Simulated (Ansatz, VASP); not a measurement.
# InSb: VASP beside Ansatz

INCAR

```
SYSTEM = InSb
PREC     = Accurate       ! precision mode
ENCUT    = 520            ! plane-wave cutoff, eV
EDIFF    = 1E-6           ! SCF threshold, eV
ISMEAR   = -1             ! smearing method
SIGMA    = 0.08           ! smearing width, eV
LREAL    = .False.        ! projectors in reciprocal space
LASPH    = .True.         ! aspherical terms in the spheres
NELM     = 100            ! most SCF steps
ALGO     = Normal         ! electronic algorithm
ISIF     = 2              ! what is computed and relaxed
LWAVE    = .False.        ! write WAVECAR
LCHARG   = .False.        ! write CHGCAR
NBANDS   = 26             ! bands
```

KPOINTS

```
Automatic mesh
0
Gamma
  6 6 11
  0 0 0
```

File POSCAR:

```
InSb
1.0
    5.2845992329      0.0000000000      0.0000000000
    0.0000000000      5.6348013474      0.0000000000
    0.0000000000      0.0000000000      3.0216030335
In Sb
2 2
Direct
    0.0000000000      0.0000000000      0.0000000000
    0.5000000000      0.5000000000      0.0000000000
    0.5000000000      0.0000000000      0.8350000000
    0.0000000000      0.5000000000      0.1650000000
```

Input for Ansatz:

```yaml
crystal:
  lattice:
    - [5.2845992329, 0.0, 0.0]
    - [0.0, 5.6348013474, 0.0]
    - [0.0, 0.0, 3.0216030335]
  atoms:
    - { symbol: In, position: [0.0, 0.0, 0.0] }
    - { symbol: In, position: [0.5, 0.5, 0.0] }
    - { symbol: Sb, position: [0.5, 0.0, 0.835] }
    - { symbol: Sb, position: [0.0, 0.5, 0.165] }
kpoints:
  mp_grid: { grid: [6, 6, 11] }
  band_path:
    path:
      - [0.0, 0.0, 0.0]
      - [0.5, 0.0, 0.0]
      - [0.5, 0.5, 0.0]
      - [0.0, 0.5, 0.0]
      - [0.0, 0.0, 0.0]
      - [0.0, 0.0, 0.5]
      - [0.5, 0.0, 0.5]
      - [0.5, 0.5, 0.5]
      - [0.0, 0.5, 0.5]
    npoints: 5
scf:
  occupations: { method: fermi_dirac, width: 0.08 }
hamiltonian:
  xc: lda
  pseudopotentials: { kind: all_electron, lapw: { basis_error: 0.001 } }
output:
  forces: true
  stress: true
  eigenvalues: true
```

Change from the starting cell: volume scaled by 0.96.

Alike in both runs: task single point; functional LDA; k mesh 6 × 6 × 11; occupations fermi-dirac, width 0.08 eV; no spin polarisation.

|  | VASP | Ansatz |
| --- | --- | --- |
| version | VASP 6.6.1 | Ansatz 0.2.0 |
| potentials or method | VASP PAW LDA potentials, release 64 (In_d, Sb), cutoff 520 eV | all-electron LAPW, scalar-relativistic |

|  | VASP | Ansatz | Ansatz less VASP |
| --- | --- | --- | --- |
| pressure (GPa) | 16.8 | 16.4 | -0.33 |
| traceless stress, the component that is largest in VASP (GPa) | 12.89 | 12.85 | -0.045 |
| rms of the force components (eV/Å) | 0.318 | 0.316 | -0.0027 |

LDA's correlation is that of Perdew and Zunger in VASP and of Perdew and Wang (1992) in Ansatz. Atom by atom the forces differ by 0.003 eV/Å (rms over components). Ansatz ran all-electron here, and VASP with PAW potentials.

Neither program's run includes spin-orbit coupling.
